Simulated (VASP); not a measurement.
# P in VASP: notebook, part 2 of 2

VASP 6.6.1. The steps go on from the part before.

### Step 3. Single point, LDA

Input file INCAR:

```
PREC = Accurate
ENCUT = 520
EDIFF = 1E-7
ISMEAR = -1
SIGMA = 0.05
LREAL = False
LASPH = True
NELM = 60
ALGO = Normal
ISIF = 2
LWAVE = False
LCHARG = True
LELF = True
LVHAR = True
NBANDS = 18
```

Input file KPOINTS:

```
regular mesh
0
Gamma
  8 1 6
```

Input file POSCAR:

```
P
1.0
    3.2616886149      0.0000000000      0.0000000000
    0.0000000000     34.6230841357      0.0000000000
    0.0000000000      0.0000000000      4.6009959564
P
4
Direct
    0.5000000000      0.9702614300      0.9078492800
    0.5000000000      0.0297385700      0.0921507200
    0.0000000000      0.0297385700      0.4078492800
    0.0000000000      0.9702614300      0.5921507200
```

Potentials or basis: VASP PAW LDA potentials, release 64 (P).

Started as:

```bash
cat potpaw_LDA.64/P/POTCAR > POTCAR
mpirun -np 1 vasp_std > vasp.out
```

OUTCAR:

```text
PREC = Accurate
   ENCUT = 520
   EDIFF = 1E-7
   ISMEAR = -1
   LREAL = False
   LASPH = True
   NELM = 60
   ISIF = 2

 ion  position               nearest neighbor table
   1  0.500  0.970  0.908-   4 2.18   4 2.18   2 2.23
   2  0.500  0.030  0.092-   3 2.18   3 2.18   1 2.23
   3  0.000  0.030  0.408-   2 2.18   2 2.18   4 2.23
   4  0.000  0.970  0.592-   1 2.18   1 2.18   3 2.23

  LATTYP: Found a simple orthorhombic cell.
 ALAT       =     3.2616886149
 B/A-ratio  =     1.4106177810
 C/A-ratio  =    10.6150795565

  Lattice vectors:

 A1 = (  -3.2616886149,   0.0000000000,   0.0000000000)
 A2 = (   0.0000000000,   0.0000000000,   4.6009959564)
 A3 = (   0.0000000000,  34.6230841357,   0.0000000000)

Analysis of symmetry for initial positions (statically):
=====================================================================
 Subroutine PRICEL returns:
 Original cell was already a primitive cell.

 Routine SETGRP: Setting up the symmetry group for a
 simple orthorhombic supercell.

 Subroutine GETGRP returns: Found  8 space group operations
[... 164 lines left out ...]

 E-fermi :  -3.1100     XC(G=0):  -1.8108

 val. band max:       -3.5532219658   @ k =   0.0000   0.0000   0.0000
 cond. band min:      -2.7094853140   @ k =   0.0000   0.0000   0.0000
 fundamental gap:      0.8437366518
 Fermi energy:        -3.1100358091

 k-point     1 :       0.0000    0.0000    0.0000
  band No.  band energies     occupation
      1     -18.8412      2.00000
      2     -16.2964      2.00000
      3     -12.8766      2.00000
      4      -9.4572      2.00000
      5      -8.2922      2.00000
      6      -8.1526      2.00000
[... 397 lines left out ...]
      5      -8.7191      2.00000
      6      -8.7191      2.00000
[... 10 lines left out ...]
     17       2.9179      0.00000
     18       2.9179      0.00000

------------------------ aborting loop because EDIFF is reached ----------------------------------------

  FORCE on cell =-STRESS in cart. coord.  units (eV):
  Direction    XX          YY          ZZ          XY          YZ          ZX
  --------------------------------------------------------------------------------------
  -------------------------------------------------------------------------------------
  Total       -0.4883530      0.2702628     -0.3114668      0.0000000      0.0000000      0.0000000
  in kB       -1.5058591      0.8333679     -0.9604223      0.0000000      0.0000000      0.0000000
  external PRESSURE =      -0.5443045 kB  Pullay stress =       0.0000000 kB

 VOLUME and BASIS-vectors are now :
 -----------------------------------------------------------------------------
  energy-cutoff  :      520.00
  volume of cell :      519.59
      direct lattice vectors                 reciprocal lattice vectors
     3.261688615  0.000000000  0.000000000     0.306589659  0.000000000  0.000000000
     0.000000000 34.623084136  0.000000000     0.000000000  0.028882465  0.000000000
     0.000000000  0.000000000  4.600995956     0.000000000  0.000000000  0.217344247

 POSITION                                       TOTAL-FORCE (eV/Angst)
 -----------------------------------------------------------------------------------
      1.63084     33.59344      4.17701         0.000000     -0.069150      0.246896
      1.63084      1.02964      0.42399        -0.000000      0.069150     -0.246896
      0.00000      1.02964      1.87651         0.000000      0.069150      0.246896
      0.00000     33.59344      2.72448         0.000000     -0.069150     -0.246896
 -----------------------------------------------------------------------------------
    total drift:                               -0.000000      0.000000     -0.000000

  FREE ENERGIE OF THE ION-ELECTRON SYSTEM (eV)
  ---------------------------------------------------
  free  energy   TOTEN  =       -23.7230671853 eV

  energy  without entropy=      -23.7230527101  energy(sigma->0) =      -23.72305995
```

OSZICAR:

```text
N       E                     dE             d eps       ncg     rms          rms(c)
DAV:   1     0.139048142370E+03    0.13905E+03   -0.56083E+03   720   0.729E+02
DAV:   2    -0.464596504143E+01   -0.14369E+03   -0.13220E+03  1184   0.131E+02
DAV:   3    -0.236220314706E+02   -0.18976E+02   -0.18902E+02   980   0.579E+01
DAV:   4    -0.240444016996E+02   -0.42237E+00   -0.42118E+00   974   0.112E+01
[... 16 lines left out ...]
DAV:  21    -0.237230648363E+02   -0.14534E-05   -0.16120E-08   784   0.520E-04    0.729E-04
DAV:  22    -0.237230664052E+02   -0.15689E-05   -0.25764E-08   672   0.426E-04    0.167E-04
DAV:  23    -0.237230669278E+02   -0.52260E-06   -0.67837E-09   738   0.239E-04    0.673E-04
DAV:  24    -0.237230671152E+02   -0.18748E-06   -0.95717E-10   688   0.129E-04    0.116E-04
DAV:  25    -0.237230671853E+02   -0.70011E-07   -0.13492E-10   642   0.764E-05
   1 F= -.23723067E+02 E0= -.23723060E+02  d E =-.144752E-04
```

stdout:

```text
POSCAR found type information on POSCAR P
 POSCAR found :  1 types and       4 ions
 scaLAPACK will be used
 LDA part: xc-table for (Slater(with rela. corr.)+CA(PZ))
 , standard interpolation
 POSCAR, INCAR and KPOINTS ok, starting setup
 FFT: planning ... GRIDC
 FFT: planning ... GRID_SOFT
 FFT: planning ... GRID
 WAVECAR not read
 entering main loop
```

It took 4.8 min on 1 thread of Intel Xeon Platinum 8488C (Sapphire Rapids), shared host; peak memory 0.45 GiB.

What came out:

```yaml
Free_energy: -23.7231 eV
Largest_force: 0.256 eV/Å
Band_gap_on_the_k_mesh: 0.84 eV
```

Forces on the atoms (eV/Å):
```
P    0.000 -0.069  0.247
P    0.000  0.069 -0.247
P    0.000  0.069  0.247
P    0.000 -0.069 -0.247
```
